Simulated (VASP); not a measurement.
# BiTe (Fm-3m) in VASP: further runs

Runs on BiTe. Level: r2SCAN. Tasks: single point.

All numbers are computed with VASP 6.6.1; they aren't measurements. Logs are shortened: lines on timing, memory, paths and dates and some standing lists are left out, and cuts for length are marked.

**1. The cell of the first run**

The structure is cubic, space group Fm-3m (No. 225). The conventional cell has a = 6.470 Å, b = 6.470 Å, c = 6.470 Å, α = 90.00°, β = 90.00°, γ = 90.00°. Bi (site symmetry m-3m) has 6 Te at 3.23 Å within 4.3 Å. Te (site symmetry m-3m) has 6 Bi at 3.23 Å within 4.3 Å.

**2. Single point, r2SCAN**

File POSCAR:

```
BiTe
1.0
    0.0000000000      3.2350000000      3.2350000000
    3.2350000000      0.0000000000      3.2350000000
    3.2350000000      3.2350000000      0.0000000000
Bi Te
1 1
Direct
    0.0000000000      0.0000000000      0.0000000000
    0.5000000000      0.5000000000      0.5000000000
```

File INCAR.step1:

```
ALGO = Normal
EDIFF = 1E-4
ENCUT = 520
GGA = PE
ISMEAR = 0
LASPH = T
LCHARG = F
LREAL = F
LWAVE = T
NBANDS = 18
NELM = 60
PREC = Accurate
SIGMA = 0.1
```

File INCAR.step2:

```
ALGO = Normal
EDIFF = 1E-6
ENCUT = 520
ISIF = 2
ISMEAR = 0
ISTART = 1
LASPH = T
LCHARG = T
LELF = T
LMIXTAU = T
LREAL = F
LVHAR = T
LWAVE = F
METAGGA = R2SCAN
NBANDS = 18
NELM = 60
PREC = Accurate
SIGMA = 0.1
```

File KPOINTS:

```
k-points
0
Gamma
  12 12 12
```

Potentials or basis: VASP PAW PBE potentials, release 64 (Bi_d, Te).

Started as:

```
cat potpaw_PBE.64/Bi_d/POTCAR potpaw_PBE.64/Te/POTCAR > POTCAR
cp INCAR.step1 INCAR
mpirun -np 1 vasp_std > vasp.out
cp INCAR.step2 INCAR
mpirun -np 1 vasp_std > vasp.out
```

OUTCAR:

```text
EDIFF = 1E-6
   ENCUT = 520
   ISIF = 2
   ISMEAR = 0
   ISTART = 1
   LASPH = T
   LREAL = F
   METAGGA = R2SCAN
   NELM = 60
   PREC = Accurate

 ion  position               nearest neighbor table
   1  0.000  0.000  0.000-   2 3.23   2 3.23   2 3.23   2 3.23   2 3.23   2 3.23
   2  0.500  0.500  0.500-   1 3.23   1 3.23   1 3.23   1 3.23   1 3.23   1 3.23

  LATTYP: Found a face centered cubic cell.
 ALAT       =     6.4700000000

  Lattice vectors:

 A1 = (   0.0000000000,   3.2350000000,   3.2350000000)
 A2 = (   3.2350000000,   0.0000000000,   3.2350000000)
 A3 = (   3.2350000000,   3.2350000000,   0.0000000000)

Analysis of symmetry for initial positions (statically):
=====================================================================
 Subroutine PRICEL returns:
 Original cell was already a primitive cell.

 Routine SETGRP: Setting up the symmetry group for a
 face centered cubic supercell.

 Subroutine GETGRP returns: Found 48 space group operations
 (whereof 48 operations were pure point group operations)
 out of a pool of 48 trial point group operations.

The static configuration has the point symmetry O_h .

Analysis of symmetry for dynamics (positions and initial velocities):
=====================================================================
 Subroutine PRICEL returns:
 Original cell was already a primitive cell.

 Routine SETGRP: Setting up the symmetry group for a
 face centered cubic supercell.

 Subroutine GETGRP returns: Found 48 space group operations
 (whereof 48 operations were pure point group operations)
 out of a pool of 48 trial point group operations.

The dynamic configuration has the point symmetry O_h .

 Subroutine INISYM returns: Found 48 space group operations
 (whereof 48 operations are pure point group operations),
 and found     1 'primitive' translations

----------------------------------------------------------------------------------------

                                     Primitive cell

  volume of cell :      67.7100

  direct lattice vectors                    reciprocal lattice vectors
     0.000000000  3.235000000  3.235000000    -0.154559505  0.154559505  0.154559505
     3.235000000  0.000000000  3.235000000     0.154559505 -0.154559505  0.154559505
     3.235000000  3.235000000  0.000000000     0.154559505  0.154559505 -0.154559505

  length of vectors
[... 74 lines left out ...]
   ISTART =      1    job   : 0-new  1-cont  2-samecut
   ICHARG =      0    charge: 1-file 2-atom 10-const
   ISPIN  =      1    spin polarized calculation?
   LNONCOLLINEAR =      F non collinear calculations
   LSORBIT =      F    spin-orbit coupling
   LASPH  =      T    aspherical Exc in radial PAW
   ENCUT  =  520.0 eV  38.22 Ry    6.18 a.u.   8.51  8.51  8.51*2*pi/ulx,y,z
   NELM   =     60;   NELMIN=  2; NELMDL=  0     # of ELM steps
   EDIFF  = 0.1E-05   stopping-criterion for ELM
   LREAL  =      F    real-space projection
   EDIFFG = 0.1E-04   stopping-criterion for IOM
   NSW    =      0    number of steps for IOM
   IBRION =     -1    ionic relax: 0-MD 1-quasi-New 2-CG
   NFREE  =      0    steps in history (QN), initial steepest desc. (CG)
   ISIF   =      2    stress and relaxation
   ISYM   =      2    0-nonsym 1-usesym 2-fastsym
   POTIM  = 0.5000    time-step for ionic-motion
   TEBEG  =    0.0;   TEEND  =   0.0 temperature during run
   PSTRESS=    0.0 pullay stress
   NELECT =      21.0000    total number of electrons
   NUPDOWN=      -1.0000    fix difference up-down
   EMIN   =  10.00;   EMAX   =-10.00  energy-range for DOS
   EFERMI =   0.00;   METHOD = LEGACY
   ISMEAR =     0;   SIGMA  =   0.10  broadening in eV -4-tet -1-fermi 0-gaus
   EFERMI_NEDOS =   21; number of points for ismear=-14 and -15
   IALGO  =     38    algorithm
   IMIX   =      4    mixing-type and parameters
     AMIX     =   0.40;   BMIX     =  1.00
     AMIX_MAG =   1.60;   BMIX_MAG =  1.00
  volume/ion in A,a.u.               =      33.86       228.46
  Fermi-wavevector in a.u.,A,eV,Ry     =   1.108146  2.094092 16.707785  1.227988
  Thomas-Fermi vector in A             =   2.244669
   LORBIT       =      0    0 simple, 1 ext, 2 COOP (PROOUT), +10 PAW based schemes
   METAGGA = R2SCAN    functional components
   LHFCALC =     F    Hartree Fock is set to
   AEXX    =    0.0000 exact exchange contribution
   IVDW    =     0    specifies the selected vdW correction
   LEPSILON=     F    determine dielectric tensor
   LRPA    =     F    only Hartree local field effects (RPA)
 non-spin polarized calculation
 Gauss-broadening in eV      SIGMA  =   0.10
  energy-cutoff  :      520.00
  volume of cell :       67.71
 maximum number of plane-waves:      1853
 NGX is ok and might be reduce to    36
   NGX = 17   NGY = 17   NGZ = 17

 number of electron      21.0000001 magnetization

 Free energy of the ion-electron system (eV)
  ---------------------------------------------------
  ext. energy  EPLUGINS =         0.00000000
  ---------------------------------------------------
  free energy    TOTEN  =       -84.03171777 eV

  energy without entropy =      -84.02621926  energy(sigma->0) =      -84.02896851

 E-fermi :   6.6007     XC(G=0): -10.0024

 val. band max:        6.5999424694   @ k =   0.3333   0.0000   0.0000
 cond. band min:       6.6267922173   @ k =   0.2500   0.1667   0.0000
 fundamental gap:      0.0268497479
 Fermi energy:         6.6007463886

 k-point     1 :       0.0000    0.0000    0.0000
  band No.  band energies     occupation
      1     -17.3084      2.00000
      2     -17.3084      2.00000
      3     -17.3027      2.00000
      4     -17.3027      2.00000
      5     -17.3027      2.00000
      6      -7.5609      2.00000
[... 481 lines left out ...]
      5     -17.2952      2.00000
      6      -5.4569      2.00000
[... 10 lines left out ...]
     17      16.6607      0.00000
     18      17.8868      0.00000

 [... further k-points ...]
[... 5 lines left out ...]
  --------------------------------------------------------------------------------------
  -------------------------------------------------------------------------------------
  Total       -0.0357470     -0.0357470     -0.0357470     -0.0000000     -0.0000000      0.0000000
  in kB       -0.8458569     -0.8458569     -0.8458569     -0.0000000     -0.0000000      0.0000000
  external PRESSURE =      -0.8458569 kB  Pullay stress =       0.0000000 kB

 VOLUME and BASIS-vectors are now :
 -----------------------------------------------------------------------------
  energy-cutoff  :      520.00
  volume of cell :       67.71
      direct lattice vectors                 reciprocal lattice vectors
     0.000000000  3.235000000  3.235000000    -0.154559505  0.154559505  0.154559505
     3.235000000  0.000000000  3.235000000     0.154559505 -0.154559505  0.154559505
     3.235000000  3.235000000  0.000000000     0.154559505  0.154559505 -0.154559505

 POSITION                                       TOTAL-FORCE (eV/Angst)
 -----------------------------------------------------------------------------------
      0.00000      0.00000      0.00000         0.000000      0.000000      0.000000
      3.23500      3.23500      3.23500        -0.000000     -0.000000     -0.000000
 -----------------------------------------------------------------------------------
    total drift:                               -0.000000      0.000000      0.000000

  FREE ENERGIE OF THE ION-ELECTRON SYSTEM (eV)
  ---------------------------------------------------
  free  energy   TOTEN  =       -84.0317177690 eV

  energy  without entropy=      -84.0262192575  energy(sigma->0) =      -84.02896851
```

OUTCAR.step1:

```text
EDIFF = 1E-4
   ENCUT = 520
   GGA = PE
   ISMEAR = 0
   LASPH = T
[... 725 lines left out ...]
 -----------------------------------------------------------------------------------
      0.00000      0.00000      0.00000        -0.000000      0.000000     -0.000000
      3.23500      3.23500      3.23500         0.000000      0.000000      0.000000
 -----------------------------------------------------------------------------------
    total drift:                               -0.000000      0.000000      0.000000

  FREE ENERGIE OF THE ION-ELECTRON SYSTEM (eV)
  ---------------------------------------------------
  free  energy   TOTEN  =        -7.1772438596 eV

  energy  without entropy=       -7.1710221824  energy(sigma->0) =       -7.17413302
```

OSZICAR.step1:

```text
N       E                     dE             d eps       ncg     rms          rms(c)
DAV:   1     0.160082590430E+03    0.16008E+03   -0.98704E+03  2592   0.112E+03
DAV:   2     0.509517978709E+01   -0.15499E+03   -0.15087E+03  2748   0.305E+02
DAV:   3    -0.684575223160E+01   -0.11941E+02   -0.11797E+02  3144   0.897E+01
DAV:   4    -0.718541474818E+01   -0.33966E+00   -0.33914E+00  3162   0.161E+01
DAV:   5    -0.719966561147E+01   -0.14251E-01   -0.14250E-01  3656   0.309E+00    0.643E+00
DAV:   6    -0.717311411168E+01    0.26551E-01   -0.92097E-02  3610   0.188E+00    0.394E+00
DAV:   7    -0.717728866437E+01   -0.41746E-02   -0.26093E-02  2892   0.831E-01    0.574E-01
DAV:   8    -0.717711846349E+01    0.17020E-03   -0.40180E-03  3240   0.427E-01    0.112E-01
DAV:   9    -0.717724234171E+01   -0.12388E-03   -0.37665E-04  2946   0.116E-01    0.376E-02
DAV:  10    -0.717724385958E+01   -0.15179E-05   -0.91193E-06  1520   0.209E-02
   1 F= -.71772439E+01 E0= -.71741330E+01  d E =-.622168E-02
```

It took 2.8 min on 1 thread of Intel Xeon Platinum 8488C (Sapphire Rapids), shared host; peak memory 0.28 GiB.

What came out:

```
Free energy : -84.0317 eV
Pressure    : -0.1 GPa
```

Levels at points of the mesh, in eV from the Fermi level:
```csv
k point,band 6,band 7,band 8,band 9,band 10,band 11,band 12,band 13,band 14,band 15
"(0.00, 0.00, 0.00)",-14.16,-8.32,-2.81,-2.81,-2.81,2.24,2.24,2.24,5.00,5.00
"(0.50, 0.00, 0.00)",-12.09,-11.73,-2.12,-2.12,-1.65,-0.70,-0.70,-0.70,7.82,8.18
"(0.50, 0.50, 0.00)",-12.29,-10.32,-5.97,-4.31,-4.31,2.50,3.76,3.76,5.24,8.99
```

Caveat: the PAW data sets were made with another functional, which shifts forces and pressure a little; spin-orbit coupling is left out, which moves the levels of the heavy elements.

**3. Single point, r2SCAN (volume scaled by 1.03)**

File POSCAR:

```
BiTe
1.0
    0.0000000000      3.2652887402      3.2652887402
    3.2652887402      0.0000000000      3.2652887402
    3.2652887402      3.2652887402      0.0000000000
Bi Te
1 1
Direct
    0.0000000000      0.0000000000      0.0000000000
    0.5000000000      0.5000000000      0.5000000000
```

File INCAR.step1:

```
SYSTEM = BiTe
PREC = Accurate
ENCUT = 520
ISMEAR = 0
SIGMA = 0.1
LREAL = .False.
LASPH = .True.
NELM = 80
NBANDS = 18
GGA = PE
ALGO = Normal
EDIFF = 1E-4
LWAVE = .True.
LCHARG = .False.
```

File INCAR.step2:

```
SYSTEM = BiTe
PREC = Accurate
ENCUT = 520
EDIFF = 1E-7
ISMEAR = 0
SIGMA = 0.1
LREAL = .False.
LASPH = .True.
NELM = 80
ALGO = Normal
ISIF = 2
LWAVE = .False.
LCHARG = .True.
METAGGA = R2SCAN
LMIXTAU = .True.
LELF = .True.
LVHAR = .True.
NBANDS = 18
ISTART = 1
```

File KPOINTS:

```
Automatic mesh
0
Gamma
  12 12 12
  0 0 0
```

Potentials or basis: VASP PAW PBE potentials, release 64 (Bi_d, Te).

Started as:

```
cat potpaw_PBE.64/Bi_d/POTCAR potpaw_PBE.64/Te/POTCAR > POTCAR
cp INCAR.step1 INCAR
mpirun -np 1 vasp_std > vasp.out
cp INCAR.step2 INCAR
mpirun -np 1 vasp_std > vasp.out
```

Wall time 2.7 min (1 thread of Intel Xeon Platinum 8488C (Sapphire Rapids), shared host); peak memory 0.28 GiB.

Results (log left out):

```
Free energy : -84.0230 eV
Pressure    : -1.4 GPa
```

Levels at points of the mesh, in eV from the Fermi level:
| k point | band 6 | band 7 | band 8 | band 9 | band 10 | band 11 | band 12 | band 13 | band 14 | band 15 |
| --- | --- | --- | --- | --- | --- | --- | --- | --- | --- | --- |
| (0.00, 0.00, 0.00) | -13.96 | -8.42 | -2.73 | -2.73 | -2.73 | 2.18 | 2.18 | 2.18 | 5.05 | 5.05 |
| (0.50, 0.00, 0.00) | -11.97 | -11.63 | -2.06 | -2.06 | -1.65 | -0.69 | -0.65 | -0.65 | 7.76 | 8.10 |
| (0.50, 0.50, 0.00) | -12.18 | -10.32 | -5.77 | -4.17 | -4.17 | 2.61 | 3.63 | 3.63 | 5.03 | 8.91 |

Caveat: the PAW data sets were made with another functional, which shifts forces and pressure a little; spin-orbit coupling is left out, which moves the levels of the heavy elements.
